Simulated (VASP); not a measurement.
The system is Nb.

```
Nb
1.0
    -1.68585    1.68585    1.68585
     1.68585   -1.68585    1.68585
     1.68585    1.68585   -1.68585
Nb
1
Direct
  0.00000 0.00000 0.00000
```

This cell differs from its parent crystal: volume scaled by 1.04.

Base run:

| Quantity | Value |
| --- | --- |
| Program | VASP 6.6.1 |
| Functional | PBEsol |
| Potentials or basis | VASP PAW PBE potentials, release 64 (Nb_sv) |
| Cutoff | 500 eV |
| k mesh | 11 × 11 × 11 |
| Occupations | fermi-dirac, width 0.05 eV |
| Spin | no spin polarisation |

Its results: pressure -13.8 GPa.

Question: The run is repeated on the same cell with these changes: functional from PBEsol to LDA; potentials or basis from VASP PAW PBE potentials, release 64 (Nb_sv) to VASP PAW LDA potentials, release 64 (Nb_sv). What comes out?

Answer: Pressure -17.1 GPa.

Caveats: the PAW data sets were made with another functional, which shifts forces and pressure a little (some runs).
